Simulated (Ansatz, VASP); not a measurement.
**InP in VASP and in Ansatz**

The input POSCAR:

```
InP
1.0
    0.0000000000      2.2512957794      2.2512957794
    2.2512957794      0.0000000000      2.2512957794
    2.2512957794      2.2512957794      0.0000000000
In P
1 1
Direct
    0.0000000000      0.0000000000      0.0000000000
    0.5000000000      0.5000000000      0.5000000000
```

File INCAR.step1:

```
ALGO     = Normal         # electronic algorithm
EDIFF    = 1E-4           # SCF threshold, eV
ENCUT    = 520            # plane-wave cutoff, eV
GGA      = PE             # functional
ISMEAR   = -1             # smearing method
LASPH    = T              # aspherical terms in the spheres
LCHARG   = F              # write CHGCAR
LREAL    = F              # projectors in reciprocal space
LWAVE    = T              # write WAVECAR
NBANDS   = 16             # bands
NELM     = 60             # most SCF steps
PREC     = Accurate       # precision mode
SIGMA    = 0.05           # smearing width, eV
```

The input INCAR.step2:

```
ALGO     = Normal         # electronic algorithm
EDIFF    = 1E-7           # SCF threshold, eV
ENCUT    = 520            # plane-wave cutoff, eV
ISIF     = 2              # what is computed and relaxed
ISMEAR   = -1             # smearing method
ISTART   = 1            
LASPH    = T              # aspherical terms in the spheres
LCHARG   = F              # write CHGCAR
LMIXTAU  = T            
LREAL    = F              # projectors in reciprocal space
LWAVE    = F              # write WAVECAR
METAGGA  = R2SCAN         # meta-GGA
NBANDS   = 16             # bands
NELM     = 60             # most SCF steps
PREC     = Accurate       # precision mode
SIGMA    = 0.05           # smearing width, eV
```

File KPOINTS:

```
k-points
0
Gamma
  14 14 14
```

Input for Ansatz:

```yaml
crystal:
  lattice:
    - [0.0, 2.2512957794, 2.2512957794]
    - [2.2512957794, 0.0, 2.2512957794]
    - [2.2512957794, 2.2512957794, 0.0]
  atoms:
    - { symbol: In, position: [0.0, 0.0, 0.0] }
    - { symbol: P, position: [0.5, 0.5, 0.5] }
kpoints:
  mp_grid: { grid: [14, 14, 14] }
scf:
  occupations: { method: fermi_dirac, width: 0.05 }
hamiltonian:
  xc: r2scan
  pseudopotentials: { kind: paw, level: accurate }
output:
  forces: true
  stress: true
  eigenvalues: true
```

Alike in both runs: task single point; functional r2SCAN; k mesh 14 × 14 × 14; occupations fermi-dirac, width 0.05 eV; no spin polarisation.

|  | VASP | Ansatz |
| --- | --- | --- |
| version | VASP 6.6.1 | Ansatz 0.2.0 |
| potentials or method | VASP PAW PBE potentials, release 64 (In_d, P) | PAW with other files of Ansatz's library (level accurate), scalar-relativistic |
| plane-wave cutoff (eV) | 520 | 620 |
| valence electrons in the cell | 18 | 26 |

VASP gave:

- pressure (GPa): 194.4

Q: Which values does Ansatz return?

A: Pressure (GPa): 194.3.

VASP's potentials were made for PBE, not for r2SCAN. Both programs put the cell under a high pressure, so it lies far from rest at this level. VASP's potentials hold 18 valence electrons a cell and Ansatz's 26, so a difference there can come from the potentials and not from the codes.

Noted on VASP's run: the cell as given lies far from equilibrium.
